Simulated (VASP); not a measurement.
Set up this calculation in VASP 6.6.1, as the native input.

```
Task                   : single point
Functional             : r2SCAN
Potentials or basis    : VASP PAW PBE potentials, release 64 (Ta_pv)
Cutoff                 : 520 eV
k mesh                 : 16 × 16 × 16
Occupations            : fermi-dirac, width 0.1 eV
Spin                   : no spin polarisation
Dipole correction      : no
Further INCAR settings : ALGO = Normal; EDIFF = 1e-07; NBANDS = 12
```

Ta:

```
CELL_PARAMETERS angstrom
-1.58454 1.58454 1.58454
1.58454 -1.58454 1.58454
1.58454 1.58454 -1.58454
ATOMIC_POSITIONS crystal
Ta 0.00000 0.00000 0.00000
```

This cell differs from its parent crystal: volume scaled by 0.88, partial waves polarizable.

One way to write it, as run:

POSCAR

```
Ta
1.0
   -1.5845373410      1.5845373410      1.5845373410
    1.5845373410     -1.5845373410      1.5845373410
    1.5845373410      1.5845373410     -1.5845373410
Ta
1
Direct
    0.0000000000      0.0000000000      0.0000000000
```

INCAR.step1

```
SYSTEM = Ta
PREC = Accurate ; ENCUT = 520
ISMEAR = -1 ; SIGMA = 0.1
LREAL = .False. ; LASPH = .True.
NELM = 80 ; NBANDS = 12
GGA = PE ; ALGO = Normal
EDIFF = 1E-4 ; LWAVE = .True.
LCHARG = .False.
```

INCAR.step2

```
SYSTEM = Ta
PREC = Accurate ; ENCUT = 520
EDIFF = 1E-7 ; ISMEAR = -1
SIGMA = 0.1 ; LREAL = .False.
LASPH = .True. ; NELM = 80
ALGO = Normal ; ISIF = 2
LWAVE = .False. ; LCHARG = .False.
METAGGA = R2SCAN ; LMIXTAU = .True.
NBANDS = 12 ; ISTART = 1
```

KPOINTS

```
Automatic mesh
0
Gamma
  16 16 16
  0 0 0
```

Potentials or basis: VASP PAW PBE potentials, release 64 (Ta_pv).

Run with:

```bash
$ cat potpaw_PBE.64/Ta_pv/POTCAR > POTCAR
$ cp INCAR.step1 INCAR
$ mpirun -np 1 vasp_std > vasp.out
$ cp INCAR.step2 INCAR
$ mpirun -np 1 vasp_std > vasp.out
```

Results of the run:

The pressure is 33.3 GPa.

Caveat: the PAW data sets were made with another functional, which shifts forces and pressure a little.

Wall time 2.7 min on 1 thread of AMD EPYC 7R13 (shared host), peak memory 0.12 GiB.
